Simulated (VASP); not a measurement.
CsI:

```xyz
2
Lattice="4.6081 0.0000 0.0000 0.0000 4.6081 0.0000 0.0000 0.0000 4.6081" Properties=species:S:1:pos:R:3 pbc="T T T"
Cs    0.0000    0.0000    0.0000
I     2.3040    2.3040    2.3040
```

Base run:

```yaml
Program: VASP 6.6.1
Functional: PBE
Potentials_or_basis: VASP PAW PBE potentials, release 64 (Cs_sv, I)
Cutoff: 500 eV
k_mesh: 4 × 4 × 4
Occupations: gaussian, width 0.01 eV
Spin: no spin polarisation
```

Its results: band gap on the k mesh 3.79 eV, indirect (least direct gap 3.88 eV); pressure 0.5 GPa.

Q: The run is repeated on the same cell with these changes: functional from PBE to r2SCAN; cutoff from 500 eV to 550 eV. What comes out?

A: Band gap on the k mesh 4.50 eV, indirect (least direct gap 4.59 eV); pressure 0.1 GPa.

r2SCAN gives the wider gap, since meta-GGAs in the generalised Kohn-Sham scheme recover part of the derivative discontinuity.

Caveats: spin-orbit coupling is left out, which moves the levels of the heavy elements; the PAW data sets were made with another functional, which shifts forces and pressure a little (some runs).

A k mesh can miss the band edges.
